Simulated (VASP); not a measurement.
# Cd3InO (Pm-3m) in VASP: a series of runs

The runs below take Cd3InO through single point, with PBE.

Program: VASP 6.6.1. These are calculated values, not measurements. Logs are shortened: lines on timing, memory, paths and dates and some standing lists are left out, and cuts for length are marked.

## Step 1: The cell of the first run

Symmetry: Pm-3m, No. 221, cubic system. The conventional cell has a = 4.768 Å, b = 4.768 Å, c = 4.768 Å, α = 90.00°, β = 90.00°, γ = 90.00°. Within 3.1 Å of Cd (site symmetry 4/mmm) lie 2 O at 2.38 Å. Within 4.4 Å of In (site symmetry m-3m) lie 12 Cd at 3.37 Å and 8 O at 4.13 Å. O (site symmetry m-3m) has 6 Cd at 2.38 Å within 3.1 Å.

## Step 2: Single point, PBE

The input, INCAR:

```
SYSTEM = Cd3InO
PREC = Accurate ; ENCUT = 520
EDIFF = 1E-6 ; ISMEAR = 0
SIGMA = 0.1 ; LREAL = .False.
LASPH = .True. ; NELM = 100
ALGO = Normal ; ISIF = 2
LWAVE = .False. ; LCHARG = .True.
GGA = PE ; LELF = .True.
LVHAR = .True. ; NBANDS = 36
```

The input, KPOINTS:

```
Automatic mesh
0
Gamma
  4 4 4
  0 0 0
```

The input, POSCAR:

```
Cd3InO
1.0
    4.7679617800      0.0000000000      0.0000000000
    0.0000000000      4.7679617800      0.0000000000
    0.0000000000      0.0000000000      4.7679617800
Cd In O
3 1 1
Direct
    0.5000000000      0.0000000000      0.5000000000
    0.5000000000      0.5000000000      0.0000000000
    0.0000000000      0.5000000000      0.5000000000
    0.0000000000      0.0000000000      0.0000000000
    0.5000000000      0.5000000000      0.5000000000
```

Potentials or basis: VASP PAW PBE potentials, release 64 (Cd, In_d, O).

Started as:

```
> cat potpaw_PBE.64/Cd/POTCAR potpaw_PBE.64/In_d/POTCAR potpaw_PBE.64/O/POTCAR > POTCAR
> mpirun -np 1 vasp_std > vasp.out
```

OUTCAR:

```text
SYSTEM = Cd3InO
   PREC = Accurate
   ENCUT = 520
   EDIFF = 1E-6
   ISMEAR = 0
   LREAL = .False.
   LASPH = .True.
   NELM = 100
   ISIF = 2
   GGA = PE

 ion  position               nearest neighbor table
   1  0.500  0.000  0.500-   5 2.38   5 2.38   4 3.37   2 3.37   2 3.37   4 3.37   2 3.37   3 3.37
                             3 3.37   2 3.37   3 3.37   4 3.37   4 3.37   3 3.37
   2  0.500  0.500  0.000-   5 2.38   5 2.38   4 3.37   1 3.37   1 3.37   3 3.37   3 3.37   1 3.37
                             4 3.37   1 3.37   3 3.37   4 3.37   3 3.37   4 3.37
   3  0.000  0.500  0.500-   5 2.38   5 2.38   4 3.37   1 3.37   2 3.37   4 3.37   1 3.37   4 3.37
                             4 3.37   1 3.37   2 3.37   2 3.37   2 3.37   1 3.37
   4  0.000  0.000  0.000-   1 3.37   2 3.37   3 3.37   1 3.37   3 3.37   2 3.37   3 3.37   3 3.37
                             1 3.37   2 3.37   1 3.37   2 3.37
   5  0.500  0.500  0.500-   1 2.38   2 2.38   3 2.38   2 2.38   1 2.38   3 2.38

  LATTYP: Found a simple cubic cell.
 ALAT       =     4.7679617800

  Lattice vectors:

 A1 = (   4.7679617800,   0.0000000000,   0.0000000000)
 A2 = (   0.0000000000,   4.7679617800,   0.0000000000)
 A3 = (   0.0000000000,   0.0000000000,   4.7679617800)

Analysis of symmetry for initial positions (statically):
=====================================================================
 Subroutine PRICEL returns:
 Original cell was already a primitive cell.

 Routine SETGRP: Setting up the symmetry group for a
 simple cubic supercell.

 Subroutine GETGRP returns: Found 48 space group operations
 (whereof 48 operations were pure point group operations)
 out of a pool of 48 trial point group operations.

The static configuration has the point symmetry O_h .

Analysis of symmetry for dynamics (positions and initial velocities):
=====================================================================
 Subroutine PRICEL returns:
 Original cell was already a primitive cell.

 Routine SETGRP: Setting up the symmetry group for a
 simple cubic supercell.

 Subroutine GETGRP returns: Found 48 space group operations
 (whereof 48 operations were pure point group operations)
 out of a pool of 48 trial point group operations.

The dynamic configuration has the point symmetry O_h .

 Subroutine INISYM returns: Found 48 space group operations
 (whereof 48 operations are pure point group operations),
 and found     1 'primitive' translations

----------------------------------------------------------------------------------------

                                     Primitive cell

  volume of cell :     108.3923

  direct lattice vectors                    reciprocal lattice vectors
     4.767961780  0.000000000  0.000000000     0.209733225  0.000000000  0.000000000
     0.000000000  4.767961780  0.000000000     0.000000000  0.209733225  0.000000000
     0.000000000  0.000000000  4.767961780     0.000000000  0.000000000  0.209733225

  length of vectors
     4.767961780  4.767961780  4.767961780     0.209733225  0.209733225  0.209733225

  position of ions in fractional coordinates (direct lattice)
     0.500000000  0.000000000  0.500000000
     0.500000000  0.500000000  0.000000000
     0.000000000  0.500000000  0.500000000
     0.000000000  0.000000000  0.000000000
     0.500000000  0.500000000  0.500000000

  ion indices of the primitive-cell ions
   primitive index   ion index
                 1           1
                 2           2
                 3           3
                 4           4
                 5           5

----------------------------------------------------------------------------------------

 KPOINTS: Automatic mesh

Automatic generation of k-mesh.
 Grid dimensions read from file:
 generate k-points for:    4    4    4

 Generating k-lattice:

  Cartesian coordinates                     Fractional coordinates (reciprocal lattice)
     0.052433306  0.000000000  0.000000000     0.250000000  0.000000000  0.000000000
     0.000000000  0.052433306  0.000000000     0.000000000  0.250000000  0.000000000
     0.000000000  0.000000000  0.052433306     0.000000000  0.000000000  0.250000000

  Length of vectors
     0.052433306  0.052433306  0.052433306

  Shift w.r.t. Gamma in fractional coordinates (k-lattice)
     0.000000000  0.000000000  0.000000000

 Subroutine IBZKPT returns following result:
 ===========================================

 Found     10 irreducible k-points:

 Following reciprocal coordinates:
            Coordinates               Weight
  0.000000  0.000000  0.000000      1.000000
  0.250000  0.000000  0.000000      6.000000
  0.500000  0.000000  0.000000      3.000000
  0.250000  0.250000  0.000000     12.000000
  0.500000  0.250000  0.000000     12.000000
  0.500000  0.500000  0.000000      3.000000
  0.250000  0.250000  0.250000      8.000000
  0.500000  0.250000  0.250000     12.000000
  0.500000  0.500000  0.250000      6.000000
  0.500000  0.500000  0.500000      1.000000
   k-points           NKPTS =     10   k-points in BZ     NKDIM =     10   number of bands    NBANDS=     36
   number of dos      NEDOS =    301   number of ions     NIONS =      5
   total plane-waves  NPLWV =  46656
   dimension x,y,z NGX =    36 NGY =   36 NGZ =   36
   dimension x,y,z NGXF=    72 NGYF=   72 NGZF=   72
   ions per type =               3   1   1
   NGX,Y,Z   is equivalent  to a cutoff of  12.55, 12.55, 12.55 a.u.
   NGXF,Y,Z  is equivalent  to a cutoff of  25.10, 25.10, 25.10 a.u.
 SYSTEM =  Cd3InO
   PREC   = accura    normal or accurate (medium, high low for compatibility)
   ISTART =      0    job   : 0-new  1-cont  2-samecut
   ICHARG =      2    charge: 1-file 2-atom 10-const
   ISPIN  =      1    spin polarized calculation?
   LNONCOLLINEAR =      F non collinear calculations
   LSORBIT =      F    spin-orbit coupling
   LASPH  =      T    aspherical Exc in radial PAW
   ENCUT  =  520.0 eV  38.22 Ry    6.18 a.u.   8.87  8.87  8.87*2*pi/ulx,y,z
   NELM   =    100;   NELMIN=  2; NELMDL= -5     # of ELM steps
   EDIFF  = 0.1E-05   stopping-criterion for ELM
   LREAL  =      F    real-space projection
   EDIFFG = 0.1E-04   stopping-criterion for IOM
   NSW    =      0    number of steps for IOM
   IBRION =     -1    ionic relax: 0-MD 1-quasi-New 2-CG
   NFREE  =      0    steps in history (QN), initial steepest desc. (CG)
   ISIF   =      2    stress and relaxation
   ISYM   =      2    0-nonsym 1-usesym 2-fastsym
   POTIM  = 0.5000    time-step for ionic-motion
   TEBEG  =    0.0;   TEEND  =   0.0 temperature during run
   PSTRESS=    0.0 pullay stress
   NELECT =      55.0000    total number of electrons
   NUPDOWN=      -1.0000    fix difference up-down
   EMIN   =  10.00;   EMAX   =-10.00  energy-range for DOS
   EFERMI =   0.00;   METHOD = LEGACY
   ISMEAR =     0;   SIGMA  =   0.10  broadening in eV -4-tet -1-fermi 0-gaus
   EFERMI_NEDOS =   21; number of points for ismear=-14 and -15
   IALGO  =     38    algorithm
   IMIX   =      4    mixing-type and parameters
     AMIX     =   0.40;   BMIX     =  1.00
     AMIX_MAG =   1.60;   BMIX_MAG =  1.00
  volume/ion in A,a.u.               =      21.68       146.29
  Fermi-wavevector in a.u.,A,eV,Ry     =   1.305759  2.467526 23.198016  1.705006
  Thomas-Fermi vector in A             =   2.436606
   LORBIT       =      0    0 simple, 1 ext, 2 COOP (PROOUT), +10 PAW based schemes
   GGA     = PE    functional components
   LHFCALC =     F    Hartree Fock is set to
   AEXX    =    0.0000 exact exchange contribution
   IVDW    =     0    specifies the selected vdW correction
   LEPSILON=     F    determine dielectric tensor
   LRPA    =     F    only Hartree local field effects (RPA)
 non-spin polarized calculation
 Gauss-broadening in eV      SIGMA  =   0.10
  energy-cutoff  :      520.00
  volume of cell :      108.39
 maximum number of plane-waves:      2968
 NGX is ok and might be reduce to    36
   NGX = 17   NGY = 17   NGZ = 17

 number of electron      55.0000035 magnetization

 Free energy of the ion-electron system (eV)
  ---------------------------------------------------
  ext. energy  EPLUGINS =         0.00000000
  ---------------------------------------------------
  free energy    TOTEN  =       -10.43452080 eV

  energy without entropy =      -10.42061612  energy(sigma->0) =      -10.42756846

 E-fermi :   3.6931     XC(G=0): -10.3581

 val. band max:        3.6176955904   @ k =   0.0000   0.0000   0.0000
 cond. band min:       3.7098353393   @ k =   0.5000   0.2500   0.0000
 fundamental gap:      0.0921397488
 Fermi energy:         3.6930760036

 k-point     1 :       0.0000    0.0000    0.0000
  band No.  band energies     occupation
      1     -14.9051      2.00000
      2     -10.9174      2.00000
      3     -10.9174      2.00000
      4     -10.9170      2.00000
      5     -10.9170      2.00000
      6     -10.9170      2.00000
[... 28 lines left out ...]
     35      10.9971      0.00000
     36      10.9971      0.00000

 k-point     2 :       0.2500    0.0000    0.0000
  band No.  band energies     occupation
      1     -14.8574      2.00000
      2     -10.9163      2.00000
      3     -10.9156      2.00000
      4     -10.9156      2.00000
      5     -10.9150      2.00000
      6     -10.9077      2.00000
[... 28 lines left out ...]
     35       9.7525      0.00000
     36      10.5893      0.00000

 k-point     3 :       0.5000    0.0000    0.0000
  band No.  band energies     occupation
      1     -14.8084      2.00000
      2     -10.9156      2.00000
      3     -10.9142      2.00000
      4     -10.9142      2.00000
      5     -10.9126      2.00000
      6     -10.8980      2.00000
[... 28 lines left out ...]
     35      10.7282      0.00000
     36      10.7282      0.00000

 k-point     4 :       0.2500    0.2500    0.0000
  band No.  band energies     occupation
      1     -14.8096      2.00000
      2     -10.9179      2.00000
      3     -10.9154      2.00000
      4     -10.9149      2.00000
      5     -10.9096      2.00000
      6     -10.9020      2.00000
[... 28 lines left out ...]
     35       9.1337      0.00000
     36       9.1487      0.00000

 k-point     5 :       0.5000    0.2500    0.0000
  band No.  band energies     occupation
      1     -14.7606      2.00000
      2     -10.9190      2.00000
      3     -10.9147      2.00000
      4     -10.9140      2.00000
      5     -10.9077      2.00000
      6     -10.8936      2.00000
[... 28 lines left out ...]
     35       8.9732      0.00000
     36      10.8041      0.00000

 k-point     6 :       0.5000    0.5000    0.0000
  band No.  band energies     occupation
      1     -14.7115      2.00000
      2     -10.9238      2.00000
      3     -10.9137      2.00000
      4     -10.9137      2.00000
      5     -10.9050      2.00000
      6     -10.8872      2.00000
[... 28 lines left out ...]
     35       9.4708      0.00000
     36      10.9615      0.00000

 k-point     7 :       0.2500    0.2500    0.2500
  band No.  band energies     occupation
      1     -14.7615      2.00000
      2     -10.9181      2.00000
      3     -10.9181      2.00000
      4     -10.9165      2.00000
      5     -10.9011      2.00000
      6     -10.9011      2.00000
[... 28 lines left out ...]
     35      10.4298      0.00000
     36      10.7984      0.00000

 k-point     8 :       0.5000    0.2500    0.2500
  band No.  band energies     occupation
      1     -14.7122      2.00000
      2     -10.9202      2.00000
      3     -10.9189      2.00000
      4     -10.9175      2.00000
      5     -10.9010      2.00000
      6     -10.8927      2.00000
[... 28 lines left out ...]
     35       9.6708      0.00000
     36      11.3946      0.00000

 k-point     9 :       0.5000    0.5000    0.2500
  band No.  band energies     occupation
      1     -14.6625      2.00000
      2     -10.9250      2.00000
      3     -10.9200      2.00000
      4     -10.9200      2.00000
      5     -10.8976      2.00000
      6     -10.8887      2.00000
[... 28 lines left out ...]
     35      10.7450      0.00000
     36      12.4214      0.00000

 k-point    10 :       0.5000    0.5000    0.5000
  band No.  band energies     occupation
      1     -14.6120      2.00000
      2     -10.9263      2.00000
      3     -10.9263      2.00000
      4     -10.9263      2.00000
      5     -10.8902      2.00000
      6     -10.8902      2.00000
[... 28 lines left out ...]
     35      12.5299      0.00000
     36      13.4893      0.00000

------------------------ aborting loop because EDIFF is reached ----------------------------------------

  FORCE on cell =-STRESS in cart. coord.  units (eV):
  Direction    XX          YY          ZZ          XY          YZ          ZX
  --------------------------------------------------------------------------------------
  -------------------------------------------------------------------------------------
  Total       -0.4773132     -0.4773132     -0.4773132     -0.0000000      0.0000000     -0.0000000
  in kB       -7.0553036     -7.0553036     -7.0553036     -0.0000000      0.0000000     -0.0000000
  external PRESSURE =      -7.0553036 kB  Pullay stress =       0.0000000 kB

 VOLUME and BASIS-vectors are now :
 -----------------------------------------------------------------------------
  energy-cutoff  :      520.00
  volume of cell :      108.39
      direct lattice vectors                 reciprocal lattice vectors
     4.767961780  0.000000000  0.000000000     0.209733225  0.000000000  0.000000000
     0.000000000  4.767961780  0.000000000     0.000000000  0.209733225  0.000000000
     0.000000000  0.000000000  4.767961780     0.000000000  0.000000000  0.209733225

 POSITION                                       TOTAL-FORCE (eV/Angst)
 -----------------------------------------------------------------------------------
      2.38398      0.00000      2.38398         0.000000      0.000000      0.000000
      2.38398      2.38398      0.00000         0.000000      0.000000      0.000000
      0.00000      2.38398      2.38398         0.000000      0.000000      0.000000
      0.00000      0.00000      0.00000         0.000000      0.000000      0.000000
      2.38398      2.38398      2.38398         0.000000      0.000000      0.000000
 -----------------------------------------------------------------------------------
    total drift:                                0.000000      0.000000      0.000000

  FREE ENERGIE OF THE ION-ELECTRON SYSTEM (eV)
  ---------------------------------------------------
  free  energy   TOTEN  =       -10.4345208033 eV

  energy  without entropy=      -10.4206161233  energy(sigma->0) =      -10.42756846
```

Run time: 15 s. Hardware: 1 thread of Intel Xeon 6975P-C (Granite Rapids), shared host; peak memory 0.21 GiB.

Results:

```
Free energy : -10.4345 eV
Pressure    : -0.7 GPa
```

Caveat: spin-orbit coupling is left out, which moves the levels of the heavy elements; an odd number of electrons without spin polarisation forces a metal; a magnetic or distorted state may lie lower.

## Step 3: Single point, PBE

This run uses another cell than the first one, of 21.08 Å³/atom, 0.972 times its volume.

The input, INCAR:

```
SYSTEM = Cd3InO
PREC = Accurate
ENCUT = 520
EDIFF = 1E-6
ISMEAR = 0
SIGMA = 0.1
LREAL = .False.
LASPH = .True.
NELM = 80
ALGO = Normal
ISIF = 2
LWAVE = .False.
LCHARG = .False.
GGA = PE
NBANDS = 36
```

The input, KPOINTS:

```
regular mesh
0
Gamma
  8 8 8
  0 0 0
```

Edit POSCAR of step 2 so:

```diff
@@ -2,5 +2,5 @@
 1.0
-    4.7679617800      0.0000000000      0.0000000000
-    0.0000000000      4.7679617800      0.0000000000
-    0.0000000000      0.0000000000      4.7679617800
+    4.7235179735      0.0000000000      0.0000000000
+    0.0000000000      4.7235179735      0.0000000000
+    0.0000000000      0.0000000000      4.7235179735
 Cd In O
```

Potentials or basis: VASP PAW PBE potentials, release 64 (Cd, In_d, O).

Started as:

```
> cat potpaw_PBE.64/Cd/POTCAR potpaw_PBE.64/In_d/POTCAR potpaw_PBE.64/O/POTCAR > POTCAR
> mpirun -np 1 vasp_std > vasp.out
```

OUTCAR:

```text
SYSTEM = Cd3InO
   PREC = Accurate
   ENCUT = 520
   EDIFF = 1E-6
   ISMEAR = 0
   LREAL = .False.
   LASPH = .True.
   NELM = 80
   ISIF = 2
   GGA = PE

 ion  position               nearest neighbor table
   1  0.500  0.000  0.500-   5 2.36   5 2.36   4 3.34   2 3.34   2 3.34   4 3.34   2 3.34   3 3.34
                             3 3.34   2 3.34   3 3.34   4 3.34   4 3.34   3 3.34
   2  0.500  0.500  0.000-   5 2.36   5 2.36   4 3.34   1 3.34   1 3.34   3 3.34   3 3.34   1 3.34
                             4 3.34   1 3.34   3 3.34   4 3.34   3 3.34   4 3.34
   3  0.000  0.500  0.500-   5 2.36   5 2.36   4 3.34   1 3.34   2 3.34   4 3.34   1 3.34   4 3.34
                             4 3.34   1 3.34   2 3.34   2 3.34   2 3.34   1 3.34
   4  0.000  0.000  0.000-   1 3.34   2 3.34   3 3.34   1 3.34   3 3.34   2 3.34   3 3.34   3 3.34
                             1 3.34   2 3.34   1 3.34   2 3.34
   5  0.500  0.500  0.500-   1 2.36   2 2.36   3 2.36   2 2.36   1 2.36   3 2.36

  LATTYP: Found a simple cubic cell.
 ALAT       =     4.7235179735

  Lattice vectors:

 A1 = (   4.7235179735,   0.0000000000,   0.0000000000)
 A2 = (   0.0000000000,   4.7235179735,   0.0000000000)
 A3 = (   0.0000000000,   0.0000000000,   4.7235179735)

Analysis of symmetry for initial positions (statically):
[... 177 lines left out ...]

  energy without entropy =      -10.42183349  energy(sigma->0) =      -10.42392422

 E-fermi :   3.7726     XC(G=0): -10.5029

 val. band max:        3.7305785491   @ k =   0.5000   0.2500   0.2500
 cond. band min:       3.8912757651   @ k =   0.3750   0.1250   0.1250
 fundamental gap:      0.1606972160
 Fermi energy:         3.7726337976

 k-point     1 :       0.0000    0.0000    0.0000
  band No.  band energies     occupation
      1     -14.9816      2.00000
      2     -10.7243      2.00000
      3     -10.7243      2.00000
      4     -10.7229      2.00000
      5     -10.7229      2.00000
      6     -10.7229      2.00000
[... 925 lines left out ...]
     35       9.7955      0.00000
     36      11.4904      0.00000

 [... further k-points ...]
[... 5 lines left out ...]
  --------------------------------------------------------------------------------------
  -------------------------------------------------------------------------------------
  Total        0.2382909      0.2382909      0.2382909     -0.0000000     -0.0000000     -0.0000000
  in kB        3.6226078      3.6226078      3.6226078     -0.0000000     -0.0000000     -0.0000000
  external PRESSURE =       3.6226078 kB  Pullay stress =       0.0000000 kB

 VOLUME and BASIS-vectors are now :
 -----------------------------------------------------------------------------
  energy-cutoff  :      520.00
  volume of cell :      105.39
      direct lattice vectors                 reciprocal lattice vectors
     4.723517973  0.000000000  0.000000000     0.211706615  0.000000000  0.000000000
     0.000000000  4.723517973  0.000000000     0.000000000  0.211706615  0.000000000
     0.000000000  0.000000000  4.723517973     0.000000000  0.000000000  0.211706615

 POSITION                                       TOTAL-FORCE (eV/Angst)
 -----------------------------------------------------------------------------------
      2.36176      0.00000      2.36176         0.000000      0.000000      0.000000
      2.36176      2.36176      0.00000         0.000000      0.000000      0.000000
      0.00000      2.36176      2.36176         0.000000      0.000000      0.000000
      0.00000      0.00000      0.00000         0.000000      0.000000      0.000000
      2.36176      2.36176      2.36176         0.000000      0.000000      0.000000
 -----------------------------------------------------------------------------------
    total drift:                                0.000000      0.000000      0.000000

  FREE ENERGIE OF THE ION-ELECTRON SYSTEM (eV)
  ---------------------------------------------------
  free  energy   TOTEN  =       -10.4260149452 eV

  energy  without entropy=      -10.4218334912  energy(sigma->0) =      -10.42392422
```

Wall time 43 s (1 thread of Intel Xeon 6975P-C (Granite Rapids), shared host); peak memory 0.27 GiB.

What came out:

```
Free energy : -10.4260 eV
Pressure    : 0.4 GPa
```

Caveat: spin-orbit coupling is left out, which moves the levels of the heavy elements; an odd number of electrons without spin polarisation forces a metal; a magnetic or distorted state may lie lower.
